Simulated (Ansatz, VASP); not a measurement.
# InP3 in VASP and in Ansatz

```
In P
1.0
     3.59184    2.07375    3.63879
    -3.59184    2.07375    3.63879
     0.00000   -4.14750    3.63879
In P
2 6
Direct
  0.27025 0.27025 0.27025
  0.72975 0.72975 0.72975
  0.79829 0.24470 0.79829
  0.79829 0.79829 0.24470
  0.24470 0.79829 0.79829
  0.20171 0.75530 0.20171
  0.75530 0.20171 0.20171
  0.20171 0.20171 0.75530
```

Change from the starting cell: strain -0.040 along x and y, +0.080 along z, atoms carried along.

Alike in both runs: task single point; functional r2SCAN; k mesh 6 × 6 × 6; occupations gaussian, width 0.15 eV; no spin polarisation.

|  | VASP | Ansatz |
| --- | --- | --- |
| version | VASP 6.6.1 | Ansatz 0.2.0 |
| potentials or method | VASP PAW PBE potentials, release 64 (In_d, P), cutoff 550 eV | scalar-relativistic, plane waves, PAW |
| valence electrons in the cell | 56 | 56 |

```tsv
	VASP	Ansatz	Ansatz less VASP
gap on the k mesh at the Fermi level (eV)	none	none	-
pressure (GPa)	2.5	2.9	+0.38
traceless stress, the component that is largest in VASP (GPa)	-7.75	-7.73	+0.020
rms of the force components (eV/Å)	0.285	0.265	-0.0201
```

VASP's potentials were made for PBE, not for r2SCAN. Atom by atom the forces differ by 0.061 eV/Å (rms over components). A gap of «none» marks a metal or a gap that the smearing closes. With one functional, cell and mesh, what is left measures potentials, basis and numerics.
